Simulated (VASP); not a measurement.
Runs of VASP 6.6.1 on NbSn. The structure is that of space group P6_3/mmc (No. 194), or close to it. The cells are those of the table. 

```tsv
cell	gap on the mesh (eV)	pressure (GPa)
a = 4.108, b = 4.108, c = 5.635 Å, angles 90.0, 90.0, 120.0°, 4 atoms	none	19.5
a = 4.134, b = 4.134, c = 5.671 Å, angles 90.0, 90.0, 120.0°, 4 atoms	none	(a)
a = 4.081, b = 4.081, c = 5.599 Å, angles 90.0, 90.0, 120.0°, 4 atoms	none	23.1
a = 4.054, b = 4.054, c = 5.562 Å, angles 90.0, 90.0, 120.0°, 4 atoms	none	27.1
a = 4.000, b = 4.000, c = 5.487 Å, angles 90.0, 90.0, 120.0°, 4 atoms	none	(b)
```

Alike in all rows: task single point; level PBE; potentials or basis VASP PAW PBE potentials, release 64 (Nb_sv, Sn_d); no spin polarisation; k mesh 8 × 8 × 5; cutoff (eV) 520; smearing fermi-dirac 0.05 eV.

Fill in the values left out.

(a) 16.2; (b) 36.3.

Caveats: spin-orbit coupling is left out, which moves the levels of the heavy elements.

A k mesh can miss the band edges, and the runs leave out spin-orbit coupling on Nb, Sn.

A gap of «none» marks levels without a gap at the run's occupations.
